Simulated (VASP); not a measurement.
# Cu (P6/mmm) in VASP: a series of runs

Runs on Cu. Level: PBE. Tasks: single point, relaxation of cell and atoms.

All numbers are computed with VASP 6.6.1; they aren't measurements. Logs are shortened: lines on timing, memory, paths and dates and some standing lists are left out, and cuts for length are marked.

## (1) The cell of the first run

Symmetry: P6/mmm, No. 191, hexagonal system. Conventional cell: a = 2.489 Å, b = 2.489 Å, c = 2.425 Å, α = 90.00°, β = 90.00°, γ = 120.00°. Within 3.2 Å of Cu (site symmetry 6/mmm) lie 8 Cu at 2.43 to 2.49 Å.

This isn't the form of Cu at room conditions, which is fcc.

## (2) Single point, PBE

File INCAR:

```
PREC = Accurate
ENCUT = 820
EDIFF = 1E-6
ISMEAR = 0
SIGMA = 0.1
LREAL = F
LASPH = T
NELM = 120
ALGO = Normal
ISIF = 2
LWAVE = F
LCHARG = T
GGA = PE
LELF = T
LVHAR = T
NBANDS = 16
GGA_COMPAT = F
```

File KPOINTS:

```
Automatic mesh
0
Gamma
  21 21 18
```

File POSCAR:

```
Cu
1.0
    2.4889310332      0.0000000000      0.0000000000
   -1.2444655166      2.1554775030      0.0000000000
    0.0000000000      0.0000000000      2.4253221906
Cu
1
Direct
    0.0000000000      0.0000000000      0.0000000000
```

Potentials or basis: VASP PAW PBE potentials, release 64 (Cu_sv_GW).

Launch:

```sh
cat potpaw_PBE.64/Cu_sv_GW/POTCAR > POTCAR
mpirun -np 1 vasp_std > vasp.out
```

OUTCAR:

```text
PREC = Accurate
   ENCUT = 820
   EDIFF = 1E-6
   ISMEAR = 0
   LREAL = F
   LASPH = T
   NELM = 120
   ISIF = 2
   GGA = PE

 ion  position               nearest neighbor table
   1  0.000  0.000  0.000-

  LATTYP: Found a hexagonal cell.
 ALAT       =     2.4889310332
 C/A-ratio  =     0.9744433085

  Lattice vectors:

 A1 = (   2.4889310332,   0.0000000000,   0.0000000000)
 A2 = (  -1.2444655166,   2.1554775030,   0.0000000000)
 A3 = (   0.0000000000,   0.0000000000,   2.4253221906)

Analysis of symmetry for initial positions (statically):
=====================================================================
 Subroutine PRICEL returns:
 Original cell was already a primitive cell.

 Routine SETGRP: Setting up the symmetry group for a
 hexagonal supercell.

 Subroutine GETGRP returns: Found 24 space group operations
 (whereof 24 operations were pure point group operations)
 out of a pool of 24 trial point group operations.

The static configuration has the point symmetry D_6h.

Analysis of symmetry for dynamics (positions and initial velocities):
=====================================================================
 Subroutine PRICEL returns:
 Original cell was already a primitive cell.

 Routine SETGRP: Setting up the symmetry group for a
 hexagonal supercell.

 Subroutine GETGRP returns: Found 24 space group operations
 (whereof 24 operations were pure point group operations)
 out of a pool of 24 trial point group operations.

The dynamic configuration has the point symmetry D_6h.

 Subroutine INISYM returns: Found 24 space group operations
 (whereof 24 operations are pure point group operations),
 and found     1 'primitive' translations

----------------------------------------------------------------------------------------

                                     Primitive cell

  volume of cell :      13.0115

  direct lattice vectors                    reciprocal lattice vectors
     2.488931033  0.000000000  0.000000000     0.401778911  0.231967162  0.000000000
    -1.244465517  2.155477503  0.000000000     0.000000000  0.463934325  0.000000000
     0.000000000  0.000000000  2.425322191     0.000000000  0.000000000  0.412316353

  length of vectors
     2.488931033  2.488931033  2.425322191     0.463934325  0.463934325  0.412316353

  position of ions in fractional coordinates (direct lattice)
     0.000000000  0.000000000  0.000000000

  ion indices of the primitive-cell ions
   primitive index   ion index
                 1           1

----------------------------------------------------------------------------------------

 KPOINTS: Automatic mesh

Automatic generation of k-mesh.
 Grid dimensions read from file:
 generate k-points for:   21   21   18

 Generating k-lattice:

  Cartesian coordinates                     Fractional coordinates (reciprocal lattice)
     0.019132329  0.011046055  0.000000000     0.047619048  0.000000000  0.000000000
     0.000000000  0.022092111  0.000000000     0.000000000  0.047619048  0.000000000
     0.000000000  0.000000000  0.022906464     0.000000000  0.000000000  0.055555556

  Length of vectors
     0.022092111  0.022092111  0.022906464

  Shift w.r.t. Gamma in fractional coordinates (k-lattice)
     0.000000000  0.000000000  0.000000000

 Subroutine IBZKPT returns following result:
 ===========================================

 Found    480 irreducible k-points:

 Following reciprocal coordinates:
            Coordinates               Weight
  0.000000  0.000000  0.000000      1.000000
  0.047619 -0.000000  0.000000      6.000000
  0.095238 -0.000000  0.000000      6.000000
  0.142857  0.000000  0.000000      6.000000
  0.190476 -0.000000  0.000000      6.000000
  0.238095 -0.000000  0.000000      6.000000
[... 16 lines left out ...]
  0.142857  0.095238  0.000000     12.000000
  0.190476  0.095238  0.000000     12.000000
 [... further k-points ...]
   k-points           NKPTS =    480   k-points in BZ     NKDIM =    480   number of bands    NBANDS=     16
   number of dos      NEDOS =    301   number of ions     NIONS =      1
   total plane-waves  NPLWV =  13824
   dimension x,y,z NGX =    24 NGY =   24 NGZ =   24
   dimension x,y,z NGXF=    48 NGYF=   48 NGZF=   48
   ions per type =               1
   NGX,Y,Z   is equivalent  to a cutoff of  16.03, 16.03, 16.45 a.u.
   NGXF,Y,Z  is equivalent  to a cutoff of  32.06, 32.06, 32.90 a.u.
 SYSTEM =  unknown system
   PREC   = accura    normal or accurate (medium, high low for compatibility)
   ISTART =      0    job   : 0-new  1-cont  2-samecut
   ICHARG =      2    charge: 1-file 2-atom 10-const
   ISPIN  =      1    spin polarized calculation?
   LNONCOLLINEAR =      F non collinear calculations
   LSORBIT =      F    spin-orbit coupling
   LASPH  =      T    aspherical Exc in radial PAW
   ENCUT  =  820.0 eV  60.27 Ry    7.76 a.u.   5.81  5.81  5.66*2*pi/ulx,y,z
   NELM   =    120;   NELMIN=  2; NELMDL= -5     # of ELM steps
   EDIFF  = 0.1E-05   stopping-criterion for ELM
   LREAL  =      F    real-space projection
   EDIFFG = 0.1E-04   stopping-criterion for IOM
   NSW    =      0    number of steps for IOM
   IBRION =     -1    ionic relax: 0-MD 1-quasi-New 2-CG
   NFREE  =      0    steps in history (QN), initial steepest desc. (CG)
   ISIF   =      2    stress and relaxation
   ISYM   =      2    0-nonsym 1-usesym 2-fastsym
   POTIM  = 0.5000    time-step for ionic-motion
   TEBEG  =    0.0;   TEEND  =   0.0 temperature during run
   PSTRESS=    0.0 pullay stress
   NELECT =      19.0000    total number of electrons
   NUPDOWN=      -1.0000    fix difference up-down
   EMIN   =  10.00;   EMAX   =-10.00  energy-range for DOS
   EFERMI =   0.00;   METHOD = LEGACY
   ISMEAR =     0;   SIGMA  =   0.10  broadening in eV -4-tet -1-fermi 0-gaus
   EFERMI_NEDOS =   21; number of points for ismear=-14 and -15
   IALGO  =     38    algorithm
   IMIX   =      4    mixing-type and parameters
     AMIX     =   0.40;   BMIX     =  1.00
     AMIX_MAG =   1.60;   BMIX_MAG =  1.00
  volume/ion in A,a.u.               =      13.01        87.81
  Fermi-wavevector in a.u.,A,eV,Ry     =   1.857309  3.509805 46.934599  3.449596
  Thomas-Fermi vector in A             =   2.906002
   LORBIT       =      0    0 simple, 1 ext, 2 COOP (PROOUT), +10 PAW based schemes
   GGA     = PE    functional components
   LHFCALC =     F    Hartree Fock is set to
   AEXX    =    0.0000 exact exchange contribution
   IVDW    =     0    specifies the selected vdW correction
   LEPSILON=     F    determine dielectric tensor
   LRPA    =     F    only Hartree local field effects (RPA)
 non-spin polarized calculation
 Gauss-broadening in eV      SIGMA  =   0.10
  energy-cutoff  :      820.00
  volume of cell :       13.01
 maximum number of plane-waves:       705
 NGX is ok and might be reduce to    24

 number of electron      18.9999997 magnetization

 Free energy of the ion-electron system (eV)
  ---------------------------------------------------
  ext. energy  EPLUGINS =         0.00000000
  ---------------------------------------------------
  free energy    TOTEN  =        -3.53208222 eV

  energy without entropy =       -3.53090668  energy(sigma->0) =       -3.53149445

 E-fermi :   6.3681     XC(G=0): -12.6980

 val. band max:        6.3648341372   @ k =   0.2857   0.1905   0.1111
 cond. band min:       6.3814900422   @ k =   0.2381   0.2381   0.1111
 fundamental gap:      0.0166559050
 Fermi energy:         6.3680617280

 k-point     1 :       0.0000    0.0000    0.0000
  band No.  band energies     occupation
      1    -105.9917      2.00000
      2     -63.3223      2.00000
      3     -63.3223      2.00000
      4     -63.2844      2.00000
      5      -2.2260      2.00000
      6       2.4093      2.00000
[... 8 lines left out ...]
     15      30.0192      0.00000
     16      32.5963      0.00000

 k-point     2 :       0.0476   -0.0000    0.0000
  band No.  band energies     occupation
      1    -105.9915      2.00000
      2     -63.3249      2.00000
      3     -63.3229      2.00000
      4     -63.2842      2.00000
      5      -2.1480      2.00000
      6       2.4246      2.00000
[... 8 lines left out ...]
     15      29.4478      0.00000
     16      33.4057      0.00000

 k-point     3 :       0.0952   -0.0000    0.0000
  band No.  band energies     occupation
      1    -105.9907      2.00000
      2     -63.3322      2.00000
      3     -63.3248      2.00000
      4     -63.2836      2.00000
      5      -1.9159      2.00000
      6       2.4690      2.00000
[... 8 lines left out ...]
     15      29.1305      0.00000
     16      34.9316      0.00000

 k-point     4 :       0.1429    0.0000    0.0000
  band No.  band energies     occupation
      1    -105.9893      2.00000
      2     -63.3435      2.00000
      3     -63.3277      2.00000
      4     -63.2824      2.00000
      5      -1.5355      2.00000
      6       2.5366      2.00000
[... 8 lines left out ...]
     15      28.9176      0.00000
     16      36.6606      0.00000

 k-point     5 :       0.1905   -0.0000    0.0000
  band No.  band energies     occupation
      1    -105.9876      2.00000
      2     -63.3580      2.00000
      3     -63.3314      2.00000
      4     -63.2810      2.00000
      5      -1.0188      2.00000
      6       2.6146      2.00000
[... 8 lines left out ...]
     15      28.8339      0.00000
     16      38.4896      0.00000

 k-point     6 :       0.2381   -0.0000    0.0000
  band No.  band energies     occupation
      1    -105.9856      2.00000
      2     -63.3742      2.00000
      3     -63.3355      2.00000
      4     -63.2793      2.00000
      5      -0.3890      2.00000
      6       2.6768      2.00000
[... 8 lines left out ...]
     15      28.9120      0.00000
     16      40.3507      0.00000

 k-point     7 :       0.2857   -0.0000    0.0000
  band No.  band energies     occupation
      1    -105.9836      2.00000
      2     -63.3909      2.00000
      3     -63.3397      2.00000
      4     -63.2775      2.00000
      5       0.3066      2.00000
      6       2.6935      2.00000
[... 8 lines left out ...]
     15      29.1319      0.00000
     16      40.4930      0.00000

 k-point     8 :       0.3333   -0.0000    0.0000
  band No.  band energies     occupation
      1    -105.9818      2.00000
      2     -63.4066      2.00000
      3     -63.3436      2.00000
      4     -63.2762      2.00000
      5       0.9710      2.00000
      6       2.6871      2.00000
[... 8 lines left out ...]
     15      29.4554      0.00000
     16      38.6540      0.00000

 k-point     9 :       0.3810   -0.0000    0.0000
  band No.  band energies     occupation
      1    -105.9801      2.00000
      2     -63.4194      2.00000
      3     -63.3467      2.00000
      4     -63.2746      2.00000
      5       1.4538      2.00000
      6       2.7137      2.00000
[... 8 lines left out ...]
     15      29.8349      0.00000
     16      36.8991      0.00000
[... 172 lines left out ...]
 k-point    19 :       0.3810    0.0476    0.0000
  band No.  band energies     occupation
      1    -105.9794      2.00000
      2     -63.4240      2.00000
      3     -63.3495      2.00000
      4     -63.2741      2.00000
      5       1.6431      2.00000
      6       2.7482      2.00000
[... 8 lines left out ...]
     15      30.0901      0.00000
     16      36.1105      0.00000

 k-point    20 :       0.4286    0.0476    0.0000
  band No.  band energies     occupation
      1    -105.9785      2.00000
      2     -63.4311      2.00000
      3     -63.3513      2.00000
      4     -63.2735      2.00000
      5       1.7779      2.00000
      6       2.8060      2.00000
[... 8 lines left out ...]
     15      30.6739      0.00000
     16      34.5877      0.00000

 k-point    21 :       0.4762    0.0476    0.0000
  band No.  band energies     occupation
      1    -105.9782      2.00000
      2     -63.4334      2.00000
      3     -63.3520      2.00000
      4     -63.2732      2.00000
      5       1.8083      2.00000
      6       2.8297      2.00000
[... 8 lines left out ...]
     15      31.4299      0.00000
     16      33.7468      0.00000

 k-point    22 :       0.0952    0.0952    0.0000
  band No.  band energies     occupation
      1    -105.9885      2.00000
      2     -63.3493      2.00000
      3     -63.3299      2.00000
      4     -63.2818      2.00000
      5      -1.3105      2.00000
      6       2.5773      2.00000
[... 8 lines left out ...]
     15      30.7038      0.00000
     16      34.7469      0.00000

 k-point    23 :       0.1429    0.0952    0.0000
  band No.  band energies     occupation
      1    -105.9868      2.00000
      2     -63.3624      2.00000
      3     -63.3341      2.00000
      4     -63.2804      2.00000
      5      -0.7998      2.00000
      6       2.6582      2.00000
[... 8 lines left out ...]
     15      30.9508      0.00000
     16      35.5256      0.00000

 k-point    24 :       0.1905    0.0952    0.0000
  band No.  band energies     occupation
      1    -105.9849      2.00000
      2     -63.3771      2.00000
      3     -63.3388      2.00000
      4     -63.2787      2.00000
      5      -0.1771      2.00000
      6       2.7305      2.00000
[... 8 lines left out ...]
     15      30.7526      0.00000
     16      36.9638      0.00000

 [... further k-points ...]
[... 5 lines left out ...]
  --------------------------------------------------------------------------------------
  -------------------------------------------------------------------------------------
  Total       -0.1332740     -0.1332740     -0.1307323      0.0000000      0.0000000      0.0000000
  in kB      -16.4108223    -16.4108223    -16.0978384      0.0000000      0.0000000      0.0000000
  external PRESSURE =     -16.3064943 kB  Pullay stress =       0.0000000 kB

 VOLUME and BASIS-vectors are now :
 -----------------------------------------------------------------------------
  energy-cutoff  :      820.00
  volume of cell :       13.01
      direct lattice vectors                 reciprocal lattice vectors
     2.488931033  0.000000000  0.000000000     0.401778911  0.231967162  0.000000000
    -1.244465517  2.155477503  0.000000000     0.000000000  0.463934325  0.000000000
     0.000000000  0.000000000  2.425322191     0.000000000  0.000000000  0.412316353

 POSITION                                       TOTAL-FORCE (eV/Angst)
 -----------------------------------------------------------------------------------
      0.00000      0.00000      0.00000         0.000000      0.000000      0.000000
 -----------------------------------------------------------------------------------
    total drift:                                0.000000      0.000000      0.000000

  FREE ENERGIE OF THE ION-ELECTRON SYSTEM (eV)
  ---------------------------------------------------
  free  energy   TOTEN  =        -3.5320822226 eV

  energy  without entropy=       -3.5309066812  energy(sigma->0) =       -3.53149445
```

Wall time 58 s (1 thread of Intel Xeon Platinum 8559C (Emerald Rapids), shared host); peak memory 0.34 GiB.

Results:

```
Free energy            : -3.5321 eV
Pressure               : -1.6 GPa
Band gap on the k mesh : zero (an odd number of electrons rules out a gap without spin polarisation)
```

## (3) Single point, PBE

File INCAR:

```
SYSTEM = Cu
ALGO     = Normal         ! electronic algorithm
EDIFF    = 1E-6           ! SCF threshold, eV
ENCUT    = 820            ! plane-wave cutoff, eV
GGA      = PE             ! functional
GGA_COMPAT= .FALSE.      
ISIF     = 2              ! what is computed and relaxed
ISMEAR   = 0              ! smearing method
LASPH    = .TRUE.         ! aspherical terms in the spheres
LCHARG   = .TRUE.         ! write CHGCAR
LELF     = .TRUE.         ! ELF
LREAL    = .FALSE.        ! projectors in reciprocal space
LVHAR    = .TRUE.       
LWAVE    = .FALSE.        ! write WAVECAR
NBANDS   = 16             ! bands
NELM     = 120            ! most SCF steps
PREC     = Accurate       ! precision mode
SIGMA    = 0.1            ! smearing width, eV
```

File KPOINTS:

```
k-points
0
G
  21 21 18
  0 0 0
```

File POSCAR:

```
Cu
1.0
    2.4888223311      0.0000000000      0.0000000000
   -1.2444111655      2.1553833643      0.0000000000
    0.0000000000      0.0000000000      2.4258886740
Cu
1
Direct
    0.0000000000      0.0000000000      0.0000000000
```

Potentials or basis: VASP PAW PBE potentials, release 64 (Cu_sv_GW).

Launch:

```sh
cat potpaw_PBE.64/Cu_sv_GW/POTCAR > POTCAR
mpirun -np 1 vasp_std > vasp.out
```

Run time: 78 s. Hardware: 1 thread of Intel Xeon Platinum 8488C (Sapphire Rapids), shared host; peak memory 0.34 GiB.

It converged, with:

```yaml
Free_energy: -3.5321 eV
Pressure: -1.6 GPa
Band_gap_on_the_k_mesh: zero (an odd number of electrons rules out a gap without spin polarisation)
```

Levels at points of the mesh, in eV from the Fermi level:
| k point | band 7 | band 8 | band 9 | band 10 | band 11 | band 12 | band 13 | band 14 |
| --- | --- | --- | --- | --- | --- | --- | --- | --- |
| (0.00, 0.00, 0.00) | -2.73 | -2.73 | -1.39 | -1.39 | 16.51 | 20.97 | 22.53 | 23.66 |
| (0.00, 0.00, 0.50) | -2.56 | -2.05 | -2.05 | -1.86 | 1.62 | 26.87 | 28.73 | 29.50 |

## (4) Relaxation of cell and atoms, PBE

This run uses another cell than the first one: it holds 3 atoms, not 1.

File INCAR:

```
ALGO = Normal
EDIFF = 1E-7
EDIFFG = -0.04
ENCUT = 820
GGA = PE
GGA_COMPAT = F
IBRION = 2
ISIF = 3
ISMEAR = 0
LASPH = T
LCHARG = F
LREAL = F
LWAVE = F
NELM = 120
NELMIN = 4
NSW = 90
PREC = Accurate
SIGMA = 0.1
```

File KPOINTS:

```
k-points
0
Gamma
  6 6 6
```

File POSCAR:

```
Cu
1.0
    4.2199435286      0.0000000000      0.0000000000
   -2.1099717643      3.6545782983      0.0000000000
    0.0000000000      0.0000000000      2.5870088588
Cu
3
Direct
    0.0000000000      0.0000000000      0.0000000000
    0.3333333333      0.6666666667      0.5000000000
    0.6666666667      0.3333333333      0.5000000000
```

Launch:

```sh
cat potpaw_PBE.64/Cu_sv_GW/POTCAR > POTCAR
mpirun -np 1 vasp_std > vasp.out
```

Run time: 7.4 min. Hardware: 1 thread of Intel Xeon Platinum 8375C at 2.90GHz (Ice Lake), shared host; peak memory 0.23 GiB.

Results (log left out):

| Property | Result |
| --- | --- |
| Free energy | -11.1072 eV |
| Relaxed volume | 12.17 Å³/atom |
| Relaxed cell | a = 4.146 Å, b = 4.146 Å, c = 2.452 Å, α = 90.00°, β = 90.00°, γ = 120.00° |
| Space group after relaxing (to 0.1 Å) | P6/mmm (No. 191) |
| Energy gained by relaxing | 47.9 meV/atom |
| Ionic steps | 7 |
| Pressure after relaxing | -0.4 GPa |
| Band gap on the k mesh | zero (an odd number of electrons rules out a gap without spin polarisation) |

The path:
| step | energy change (eV) | largest force (eV/Å) | pressure (GPa) | volume (Å³) |
| --- | --- | --- | --- | --- |
| 1 | 0.0000 | 0.0000 | -10.67 | 39.90 |
| 2 | -0.1133 | 0.0000 | 6.25 | 34.99 |
| 3 | -0.1366 | 0.0000 | 0.23 | 36.31 |
| 4 | -0.1365 | 0.0000 | 0.70 | 36.24 |
| 5 | -0.1429 | 0.0000 | 0.61 | 36.27 |
| 6 | -0.1434 | 0.0000 | 0.56 | 36.28 |
| 7 | -0.1437 | 0.0000 | -0.39 | 36.50 |

Final structure:
```
Cu
1.0
     4.14610    0.00000    0.00000
    -2.07305    3.59063    0.00000
     0.00000    0.00000    2.45191
Cu
3
Direct
  0.00000 0.00000 0.00000
  0.33333 0.66667 0.50000
  0.66667 0.33333 0.50000
```

Levels at points of the mesh, in eV from the Fermi level:
```tsv
k point	band 26	band 27	band 28	band 29	band 30	band 31
(0.00, 0.00, 0.00)	-2.33	-1.62	-1.62	4.26	4.26	4.28
(0.50, 0.00, 0.00)	-1.83	-1.78	-1.73	-1.58	-0.84	3.83
(0.00, 0.00, 0.50)	-1.76	-1.34	-0.30	0.31	7.91	8.37
(0.50, 0.00, 0.50)	-1.60	-1.48	0.58	0.65	3.36	3.59
```

Caveat: the k points lie up to 0.43 Å⁻¹ apart in the final cell, too coarse for converged energies and pressures of a metal.

## (5) The runs side by side

```tsv
task	cell	k mesh	gap on the mesh (eV)	pressure (GPa)
single point	a = 2.489, b = 2.489, c = 2.425 Å, angles 90.0, 90.0, 120.0°, 1 atom, atomic positions A	21 × 21 × 18	none	-1.6
single point	a = 2.489, b = 2.489, c = 2.426 Å, angles 90.0, 90.0, 120.0°, 1 atom, atomic positions A	21 × 21 × 18	none	-1.6
relaxation of cell and atoms	relaxed from a = 4.220, b = 4.220, c = 2.587 Å, angles 90.0, 90.0, 120.0°, 3 atoms, atomic positions B	6 × 6 × 6	none	-0.4
```

Alike in all rows: level PBE; potentials or basis VASP PAW PBE potentials, release 64 (Cu_sv_GW); no spin polarisation; cutoff (eV) 820; smearing gaussian 0.1 eV.

Caveats: some runs use coarse meshes.

Total energies depend on the potentials used, so only differences within one code and one set of settings carry meaning.
